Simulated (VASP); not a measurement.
The system is Ru.

```
Ru
1.0
     2.70580    0.00000    0.00000
    -1.35290    2.34329    0.00000
     0.00000    0.00000    4.28190
Ru
2
Direct
  0.33333 0.66667 0.25000
  0.66667 0.33333 0.75000
```

* Program: VASP 6.6.1
* Task: relaxation of cell and atoms
* Functional: PBE
* Potentials or basis: VASP PAW PBE potentials, release 64 (Ru_pv)
* Cutoff: 600 eV
* k mesh: 10 × 10 × 6
* Occupations: fermi-dirac, width 0.1 eV
* Spin: no spin polarisation

At the start: pressure 4.8 GPa; volume 13.57 Å³/atom.

Task: How do energy, volume and symmetry change on relaxing?

Result: Over 6 steps the energy falls by 3.6 meV/atom and the volume is 13.78 Å³/atom (+1.5 %); space group P6_3/mmc (No. 194, to 0.1 Å) before and after.

The path:
```
step  energy change (eV)  largest force (eV/Å)  pressure (GPa)  volume (Å³)
   1              0.0000                0.0000            4.76        27.15
   2              0.0401                0.0000          -11.97        28.76
   3             -0.0069                0.0000           -0.36        27.59
   4             -0.0069                0.0000           -0.28        27.58
   5             -0.0071                0.0000            0.23        27.54
   6             -0.0073                0.0000            0.02        27.55
```

Final structure:
```cif
data_structure
_symmetry_space_group_name_H-M 'P 1'
_symmetry_Int_Tables_number 1
_cell_length_a 2.7261
_cell_length_b 2.7261
_cell_length_c 4.2815
_cell_angle_alpha 90.000
_cell_angle_beta 90.000
_cell_angle_gamma 120.000
_cell_volume 27.55
loop_
_atom_site_label
_atom_site_type_symbol
_atom_site_fract_x
_atom_site_fract_y
_atom_site_fract_z
_atom_site_occupancy
Ru1 Ru 0.33333 0.66667 0.25000 1
Ru2 Ru 0.66667 0.33333 0.75000 1
```
